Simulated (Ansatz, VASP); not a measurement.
**Na: VASP beside Ansatz**

File INCAR:

```
SYSTEM = Na
PREC = Accurate
ENCUT = 520
EDIFF = 1E-6
ISMEAR = -1
SIGMA = 0.1
LREAL = .FALSE.
LASPH = .TRUE.
NELM = 100
ALGO = Normal
ISIF = 2
LWAVE = .FALSE.
LCHARG = .TRUE.
GGA = PE
LELF = .TRUE.
LVHAR = .TRUE.
NBANDS = 10
```

Contents of KPOINTS:

```
regular mesh
0
G
  9 9 9
  0 0 0
```

Contents of POSCAR:

```
Na
1.0
   -2.0985562613      2.0985562613      2.0985562613
    2.0985562613     -2.0985562613      2.0985562613
    2.0985562613      2.0985562613     -2.0985562613
Na
1
Direct
    0.0000000000      0.0000000000      0.0000000000
```

Input for Ansatz:

```yaml
crystal:
  lattice:
    - [-2.0985562613, 2.0985562613, 2.0985562613]
    - [2.0985562613, -2.0985562613, 2.0985562613]
    - [2.0985562613, 2.0985562613, -2.0985562613]
  atoms:
    - { symbol: Na, position: [0.0, 0.0, 0.0] }
hamiltonian:
  xc: pbe
  pseudopotentials:
    kind: paw
    azcp:
      Na: "pseudopotentials/Na.paw.azcp"
basis:
  ecutwfc: 420
  fft_grid_basis: typed
kpoints:
  mp_grid: { grid: [9, 9, 9], shift: [0, 0, 0] }
magnetization:
  spin_polarized: false
scf:
  occupations: { method: fermi_dirac, width: 0.1 }
  lower_state_search: "off"
output:
  stress: true
```

Alike in both runs: task single point; functional PBE; k mesh 9 × 9 × 9; occupations fermi-dirac, width 0.1 eV; no spin polarisation.

```csv
,VASP,Ansatz
version,VASP 6.6.1,Ansatz 0.2.0
potentials or method,"VASP PAW PBE potentials, release 64 (Na_pv), cutoff 520 eV","plane waves (420 eV) with PAW, scalar-relativistic"
valence electrons in the cell,7,9
```

```csv
,VASP,Ansatz,Ansatz less VASP
pressure (GPa),0.0,0.0,+0.03
```

With one functional, cell and mesh, what is left measures potentials, basis and numerics. VASP's potentials hold 7 valence electrons a cell and Ansatz's 9, so a difference there can come from the potentials and not from the codes.
